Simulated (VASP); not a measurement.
# BaTe (Fm-3m) in VASP: settings compared, part 2 of 2

VASP 6.6.1. Earlier steps stand in the parts before.

### Step 4. Single point, PBEsol

This run uses another cell than the first one, of 28.14 Å³/atom.

Contents of INCAR:

```
SYSTEM = BaTe
PREC = Accurate
ENCUT = 520
EDIFF = 1E-6
ISMEAR = -1
SIGMA = 0.05
LREAL = .False.
LASPH = .True.
NELM = 100
ALGO = Normal
ISIF = 2
LWAVE = .False.
LCHARG = .False.
GGA = PS
NBANDS = 15
```

Contents of KPOINTS:

```
Automatic mesh
0
Gamma
  7 7 7
  0 0 0
```

Contents of POSCAR:

```
BaTe
1.0
    0.0000000000      3.0416609606      3.0416609606
    3.0416609606      0.0000000000      3.0416609606
    3.0416609606      3.0416609606      0.0000000000
Ba Te
1 1
Direct
    0.0000000000      0.0000000000      0.0000000000
    0.5000000000      0.5000000000      0.5000000000
```

Potentials or basis: VASP PAW PBE potentials, release 64 (Ba_sv, Te).

On the command line:

```bash
> cat potpaw_PBE.64/Ba_sv/POTCAR potpaw_PBE.64/Te/POTCAR > POTCAR
> mpirun -np 1 vasp_std > vasp.out
```

OUTCAR:

```text
SYSTEM = BaTe
   PREC = Accurate
   ENCUT = 520
   EDIFF = 1E-6
   ISMEAR = -1
   LREAL = .False.
   LASPH = .True.
   NELM = 100
   ISIF = 2
   GGA = PS

 ion  position               nearest neighbor table
   1  0.000  0.000  0.000-   2 3.04   2 3.04   2 3.04   2 3.04   2 3.04   2 3.04
   2  0.500  0.500  0.500-   1 3.04   1 3.04   1 3.04   1 3.04   1 3.04   1 3.04

  LATTYP: Found a face centered cubic cell.
 ALAT       =     6.0833219212

  Lattice vectors:

[... 537 lines left out ...]
     15      15.6429      0.00000

------------------------ aborting loop because EDIFF is reached ----------------------------------------

  FORCE on cell =-STRESS in cart. coord.  units (eV):
  Direction    XX          YY          ZZ          XY          YZ          ZX
  --------------------------------------------------------------------------------------
  -------------------------------------------------------------------------------------
  Total       10.9604507     10.9604507     10.9604507      0.0000000      0.0000000      0.0000000
  in kB      312.0158001    312.0158001    312.0158001      0.0000000      0.0000000      0.0000000
  external PRESSURE =     312.0158001 kB  Pullay stress =       0.0000000 kB

 VOLUME and BASIS-vectors are now :
 -----------------------------------------------------------------------------
  energy-cutoff  :      520.00
  volume of cell :       56.28
      direct lattice vectors                 reciprocal lattice vectors
     0.000000000  3.041660961  3.041660961    -0.164383870  0.164383870  0.164383870
     3.041660961  0.000000000  3.041660961     0.164383870 -0.164383870  0.164383870
     3.041660961  3.041660961  0.000000000     0.164383870  0.164383870 -0.164383870

 POSITION                                       TOTAL-FORCE (eV/Angst)
 -----------------------------------------------------------------------------------
      0.00000      0.00000      0.00000        -0.000000     -0.000000     -0.000000
      3.04166      3.04166      3.04166         0.000000      0.000000      0.000000
 -----------------------------------------------------------------------------------
    total drift:                                0.000000     -0.000000     -0.000000

  FREE ENERGIE OF THE ION-ELECTRON SYSTEM (eV)
  ---------------------------------------------------
  free  energy   TOTEN  =        -7.2559542735 eV

  energy  without entropy=       -7.2537170824  energy(sigma->0) =       -7.25483568
```

OSZICAR:

```text
N       E                     dE             d eps       ncg     rms          rms(c)
DAV:   1     0.812547870502E+02    0.81255E+02   -0.68023E+03   600   0.946E+02
DAV:   2    -0.314955254986E+01   -0.84404E+02   -0.75852E+02   805   0.169E+02
DAV:   3    -0.729172678291E+01   -0.41422E+01   -0.40979E+01   822   0.376E+01
DAV:   4    -0.736625841405E+01   -0.74532E-01   -0.74522E-01   720   0.535E+00
DAV:   5    -0.736857822300E+01   -0.23198E-02   -0.23198E-02   814   0.776E-01    0.906E+00
DAV:   6    -0.728157696482E+01    0.87001E-01   -0.50175E-02   677   0.133E+00    0.567E+00
DAV:   7    -0.725732003053E+01    0.24257E-01   -0.53201E-02   719   0.145E+00    0.493E-01
DAV:   8    -0.725588367686E+01    0.14364E-02   -0.62224E-03   621   0.482E-01    0.157E-01
DAV:   9    -0.725593241730E+01   -0.48740E-04   -0.18600E-04   768   0.994E-02    0.519E-02
DAV:  10    -0.725595329553E+01   -0.20878E-04   -0.14770E-05   712   0.271E-02    0.140E-02
DAV:  11    -0.725595439184E+01   -0.10963E-05   -0.34283E-06   740   0.121E-02    0.937E-03
DAV:  12    -0.725595427350E+01    0.11834E-06   -0.50099E-07   391   0.439E-03
   1 F= -.72559543E+01 E0= -.72548357E+01  d E =-.223719E-02
```

stdout:

```text
POSCAR found type information on POSCAR BaTe
 POSCAR found :  2 types and       2 ions
 scaLAPACK will be used
 -----------------------------------------------------------------------------
|                                                                             |
|                                                                             |
|     You enforced a specific xc type in the INCAR file but a different       |
|     I HOPE YOU KNOW WHAT YOU ARE DOING!                                     |
|                                                                             |
 -----------------------------------------------------------------------------

 LDA part: xc-table for (Slater+PW92), standard interpolation
 POSCAR, INCAR and KPOINTS ok, starting setup
 FFT: planning ... GRIDC
 FFT: planning ... GRID_SOFT
 FFT: planning ... GRID
 WAVECAR not read
 entering main loop
```

It took 24 s on 1 thread of Intel Xeon 8259CL, shared host; peak memory 0.18 GiB.

Results:

```
Free energy            : -7.2560 eV
Pressure               : 31.2 GPa
Band gap on the k mesh : 0.01 eV (least direct gap 0.21 eV)
```

Caveat: the cell stands under pressure; the smearing spreads over this small gap; semilocal functionals underestimate gaps, and a narrow one can read as zero; the PAW data sets were made with another functional, which shifts forces and pressure a little; spin-orbit coupling is left out, which moves the levels of the heavy elements; an odd mesh through Γ misses points on the zone boundary, where band edges can lie.

### Step 5. The runs side by side

| task | level | cell | k mesh | cutoff (eV) | smearing | tolerance level | purpose | passes | dipole correction | gap on the mesh (eV) | pressure (GPa) | relaxed volume (Å³/atom) |
| --- | --- | --- | --- | --- | --- | --- | --- | --- | --- | --- | --- | --- |
| relaxation of cell and atoms | SCAN | relaxed from a = 4.870 Å, angles 60.0°, 2 atoms | 5 × 5 × 5 | 280 | gaussian 0.03 eV | standard | cell | 2 | - | 2.02 | 0.0 | 44.34 |
| relaxation of cell and atoms | SCAN | relaxed from a = 4.870 Å, angles 60.0°, 2 atoms | 7 × 7 × 7 | 650 | gaussian 0.03 eV | standard | cell | 3 | - | 1.97 | 0.0 | 44.31 |
| single point | PBEsol | a = 4.302 Å, angles 60.0°, 2 atoms | 7 × 7 × 7 | 520 | fermi-dirac 0.05 eV | - | - | - | no | 0.01 | 31.2 | - |

Alike in all rows: potentials or basis VASP PAW PBE potentials, release 64 (Ba_sv, Te); no spin polarisation.

Caveats: the PAW data sets were made with another functional, which shifts forces and pressure a little; spin-orbit coupling is left out, which moves the levels of the heavy elements; an odd mesh through Γ misses points on the zone boundary, where band edges can lie; the cell stands under pressure (at least some runs); the smearing spreads over this small gap (at least some runs); semilocal functionals underestimate gaps, and a narrow one can read as zero (at least some runs).

Absolute energies hang on the potentials; compare differences alone.
